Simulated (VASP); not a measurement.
Write the native input for VASP 6.6.1 that does the following.

```
Task                   : relaxation of cell and atoms
Functional             : PBE
Potentials or basis    : VASP PAW PBE potentials, release 64 (Lu)
Cutoff                 : 600 eV
k mesh                 : 13 × 13 × 12
Occupations            : fermi-dirac, width 0.08 eV
Spin                   : no spin polarisation
Dipole correction      : no
Further INCAR settings : ALGO = Normal; EDIFF = 1e-06; IBRION = 2; EDIFFG = -0.005; NSW = 60; ISIF = 3
```

The structure of Lu lies in POSCAR:

```
Lu
1.0
    3.3402224483      0.0000000000      0.0000000000
   -1.6701112242      2.8927174945      0.0000000000
    0.0000000000      0.0000000000      3.1398091014
Lu
1
Direct
    0.0000000000      0.0000000000      0.0000000000
```

This isn't the form of Lu at room conditions, which is hcp.

The input as run:

INCAR

```
SYSTEM = Lu
ALGO = Normal
EDIFF = 1E-6
EDIFFG = -0.005
ENCUT = 600
GGA = PE
IBRION = 2
ISIF = 3
ISMEAR = -1
LASPH = .True.
LCHARG = .False.
LREAL = .False.
LWAVE = .False.
NELM = 80
NSW = 60
PREC = Accurate
SIGMA = 0.08
```

KPOINTS

```
k-points
0
Gamma
  13 13 12
  0 0 0
```

Potentials or basis: VASP PAW PBE potentials, release 64 (Lu).

The run is started by

```bash
$ cat potpaw_PBE.64/Lu/POTCAR > POTCAR
$ mpirun -np 1 vasp_std > vasp.out
```

Results of the run:

| Item | Value |
| --- | --- |
| Relaxed volume | 31.12 Å³/atom |
| Relaxed cell | a = 3.312 Å, b = 3.312 Å, c = 3.276 Å, α = 90.00°, β = 90.00°, γ = 120.00° |
| Space group after relaxing (to 0.1 Å) | P6/mmm (No. 191) |
| Energy gained by relaxing | 16.1 meV/atom |
| Ionic steps | 8 |
| Pressure after relaxing | 0.0 GPa |
| Band gap on the k mesh | zero (an odd number of electrons rules out a gap without spin polarisation) |

Caveat: spin-orbit coupling is left out, which moves the levels of the heavy elements.

It took 7.5 min on 1 thread of Intel(R) Xeon(R) Platinum 8259CL CPU @ 2.50GHz (Skylake/Cascade Lake) (shared host), peak memory 0.25 GiB.
